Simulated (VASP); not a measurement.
Wanted: the native input for a VASP 6.6.1 run.

```yaml
Task: single point
Functional: LDA
Potentials_or_basis: VASP PAW LDA potentials, release 64 (B, N)
Cutoff: 520 eV
k_mesh: 12 × 12 × 4
Occupations: gaussian, width 0.05 eV
Spin: no spin polarisation
Dipole_correction: no
Further_INCAR_settings: ALGO = Normal; EDIFF = 1e-07; NBANDS = 16
```

The structure of BN lies in POSCAR:

```
BN
1.0
    2.5796742231      0.0000000000      0.0000000000
   -1.2898371116      2.1549757989      0.0000000000
    0.0000000000      0.0000000000      6.7336479570
B N
2 2
Direct
    0.3394665911      0.6789331823      0.2500000000
    0.6605334089      0.3210668177      0.7500000000
    0.3249924182      0.6499848364      0.7500000000
    0.6750075818      0.3500151636      0.2500000000
```

This cell differs from its parent crystal: normal strain along x +0.0367, normal strain along z +0.0367.

These files were run (other wordings do the same):

INCAR

```
SYSTEM = BN
  PREC = Accurate
  ENCUT = 520
  EDIFF = 1E-7
  ISMEAR = 0
  SIGMA = 0.05
  LREAL = .False.
  LASPH = .True.
  NELM = 100
  ALGO = Normal
  ISIF = 2
  LWAVE = .False.
  LCHARG = .True.
  GGA = CA
  LELF = .True.
  LVHAR = .True.
  NBANDS = 16
```

KPOINTS

```
regular mesh
0
Gamma
  12 12 4
  0 0 0
```

Potentials or basis: VASP PAW LDA potentials, release 64 (B, N).

Command:

```bash
$ cat potpaw_LDA.64/B/POTCAR potpaw_LDA.64/N/POTCAR > POTCAR
$ mpirun -np 1 vasp_std > vasp.out
```

It gave:

The pressure is -11.9 GPa. The largest force is 0.010 eV/Å and the band gap on the k mesh is 3.93 eV (least direct gap 4.33 eV).

Caveat: the cell differs from its parent crystal (normal strain along x +0.0367, normal strain along z +0.0367); the cell stands under tension.

It took 35 s on 1 thread of Intel(R) Xeon(R) 6975P-C (Granite Rapids), with other jobs on the host, peak memory 0.18 GiB.
